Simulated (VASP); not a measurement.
# SnTe (Imm2) in VASP: further runs, part 2 of 2

VASP 6.6.1. The steps go on from the part before.

## (4) Single point, PBEsol (all Te atoms moved -0.050 Å, as atom 2 along Cartesian [1 1 0])

Contents of INCAR:

```
PREC = Accurate ; ENCUT = 520
EDIFF = 1E-6 ; ISMEAR = 0
SIGMA = 0.03 ; LREAL = F
LASPH = T ; NELM = 60
ALGO = Normal ; ISIF = 2
LWAVE = F ; LCHARG = F
GGA = PS ; NBANDS = 17
```

Contents of KPOINTS:

```
Automatic mesh
0
Gamma
  10 10 10
```

Contents of POSCAR:

```
SnTe
1.0
    0.0000000000      3.1565000000      3.1565000000
    3.1565000000      0.0000000000      3.1565000000
    3.1565000000      3.1565000000      0.0000000000
Sn Te
1 1
Direct
    0.0000000000      0.0000000000      0.0000000000
    0.5000000000      0.5000000000      0.4887991956
```

Potentials or basis: VASP PAW PBE potentials, release 64 (Sn_d, Te).

On the command line:

```sh
cat potpaw_PBE.64/Sn_d/POTCAR potpaw_PBE.64/Te/POTCAR > POTCAR
mpirun -np 1 vasp_std > vasp.out
```

OUTCAR:

```text
PREC = Accurate
   ENCUT = 520
   EDIFF = 1E-6
   ISMEAR = 0
   LREAL = F
   LASPH = T
   NELM = 60
   ISIF = 2
   GGA = PS

 ion  position               nearest neighbor table
   1  0.000  0.000  0.000-   2 3.12   2 3.12   2 3.16   2 3.16   2 3.19   2 3.19
   2  0.500  0.500  0.489-   1 3.12   1 3.12   1 3.16   1 3.16   1 3.19   1 3.19

  LATTYP: Found a face centered cubic cell.
 ALAT       =     6.3130000000

  Lattice vectors:

 A1 = (   0.0000000000,   3.1565000000,   3.1565000000)
 A2 = (   3.1565000000,   0.0000000000,   3.1565000000)
 A3 = (   3.1565000000,   3.1565000000,   0.0000000000)

Analysis of symmetry for initial positions (statically):
=====================================================================
 Subroutine PRICEL returns:
 Original cell was already a primitive cell.

 Routine SETGRP: Setting up the symmetry group for a
 face centered cubic supercell.

 Subroutine GETGRP returns: Found  4 space group operations
 (whereof  4 operations were pure point group operations)
 out of a pool of 48 trial point group operations.

The static configuration has the point symmetry C_2v.

Analysis of symmetry for dynamics (positions and initial velocities):
=====================================================================
 Subroutine PRICEL returns:
 Original cell was already a primitive cell.

 Routine SETGRP: Setting up the symmetry group for a
 face centered cubic supercell.

 Subroutine GETGRP returns: Found  4 space group operations
 (whereof  4 operations were pure point group operations)
 out of a pool of 48 trial point group operations.

The dynamic configuration has the point symmetry C_2v.

 Subroutine INISYM returns: Found  4 space group operations
 (whereof  4 operations are pure point group operations),
 and found     1 'primitive' translations

[... 105 lines left out ...]
   NELECT =      20.0000    total number of electrons
   NUPDOWN=      -1.0000    fix difference up-down
   EMIN   =  10.00;   EMAX   =-10.00  energy-range for DOS
   EFERMI =   0.00;   METHOD = LEGACY
   ISMEAR =     0;   SIGMA  =   0.03  broadening in eV -4-tet -1-fermi 0-gaus
   EFERMI_NEDOS =   21; number of points for ismear=-14 and -15
   IALGO  =     38    algorithm
   IMIX   =      4    mixing-type and parameters
     AMIX     =   0.40;   BMIX     =  1.00
     AMIX_MAG =   1.60;   BMIX_MAG =  1.00
  volume/ion in A,a.u.               =      31.45       212.23
  Fermi-wavevector in a.u.,A,eV,Ry     =   1.117384  2.111549 16.987507  1.248547
  Thomas-Fermi vector in A             =   2.254006
   LORBIT       =      0    0 simple, 1 ext, 2 COOP (PROOUT), +10 PAW based schemes
   GGA     = PS    functional components
   LHFCALC =     F    Hartree Fock is set to
   AEXX    =    0.0000 exact exchange contribution
   IVDW    =     0    specifies the selected vdW correction
   LEPSILON=     F    determine dielectric tensor
   LRPA    =     F    only Hartree local field effects (RPA)
 non-spin polarized calculation
 Gauss-broadening in eV      SIGMA  =   0.03
  energy-cutoff  :      520.00
  volume of cell :       62.90
 maximum number of plane-waves:      1717
 NGX is ok and might be reduce to    36
   NGX = 17   NGY = 17   NGZ = 17

 number of electron      19.9999999 magnetization

 Free energy of the ion-electron system (eV)
  ---------------------------------------------------
  ext. energy  EPLUGINS =         0.00000000
  ---------------------------------------------------
  free energy    TOTEN  =        -8.33784945 eV

  energy without entropy =       -8.33784815  energy(sigma->0) =       -8.33784880

 E-fermi :   6.7526     XC(G=0):  -9.6287

 val. band max:        6.6929033310   @ k =   0.5000   0.0000   0.0000
 cond. band min:       6.8122453827   @ k =   0.5000   0.0000   0.0000
 fundamental gap:      0.1193420517
 Fermi energy:         6.7525743608

 k-point     1 :       0.0000    0.0000    0.0000
  band No.  band energies     occupation
      1     -15.0397      2.00000
      2     -15.0395      2.00000
      3     -15.0330      2.00000
      4     -15.0330      2.00000
      5     -15.0328      2.00000
      6      -6.0457      2.00000
[... 457 lines left out ...]
      4     -15.0277      2.00000
      5     -15.0263      2.00000
      6      -5.0304      2.00000
[... 9 lines left out ...]
     16      14.7906      0.00000
     17      16.5521      0.00000

 [... further k-points ...]
[... 5 lines left out ...]
  --------------------------------------------------------------------------------------
  -------------------------------------------------------------------------------------
  Total       -0.2047331     -0.2047331     -0.2175979      0.0062185      0.0000000      0.0000000
  in kB       -5.2149631     -5.2149631     -5.5426551      0.1583976      0.0000000      0.0000000
  external PRESSURE =      -5.3241938 kB  Pullay stress =       0.0000000 kB

 VOLUME and BASIS-vectors are now :
 -----------------------------------------------------------------------------
  energy-cutoff  :      520.00
  volume of cell :       62.90
      direct lattice vectors                 reciprocal lattice vectors
     0.000000000  3.156500000  3.156500000    -0.158403295  0.158403295  0.158403295
     3.156500000  0.000000000  3.156500000     0.158403295 -0.158403295  0.158403295
     3.156500000  3.156500000  0.000000000     0.158403295  0.158403295 -0.158403295

 POSITION                                       TOTAL-FORCE (eV/Angst)
 -----------------------------------------------------------------------------------
      0.00000      0.00000      0.00000        -0.003275     -0.003275      0.000000
      3.12114      3.12114      3.15650         0.003275      0.003275      0.000000
 -----------------------------------------------------------------------------------
    total drift:                                0.000039      0.000039      0.000000

  FREE ENERGIE OF THE ION-ELECTRON SYSTEM (eV)
  ---------------------------------------------------
  free  energy   TOTEN  =        -8.3378494499 eV

  energy  without entropy=       -8.3378481544  energy(sigma->0) =       -8.33784880
```

Wall time 63 s (1 thread of Intel Xeon 6975P-C (Granite Rapids), shared host); peak memory 0.34 GiB.

What came out:

* Free energy: -8.3378 eV
* Pressure: -0.5 GPa
* Largest force: 0.005 eV/Å
* Band gap on the k mesh: 0.12 eV, direct

Forces on the atoms (eV/Å):
```
Sn  -0.003 -0.003  0.000
Te   0.003  0.003  0.000
```

Caveat: the cell differs from its parent crystal (all Te atoms moved -0.050 Å, as atom 2 along Cartesian [1 1 0]); the PAW data sets were made with another functional, which shifts forces and pressure a little; spin-orbit coupling is left out, which moves the levels of the heavy elements. A k mesh can miss the band edges.
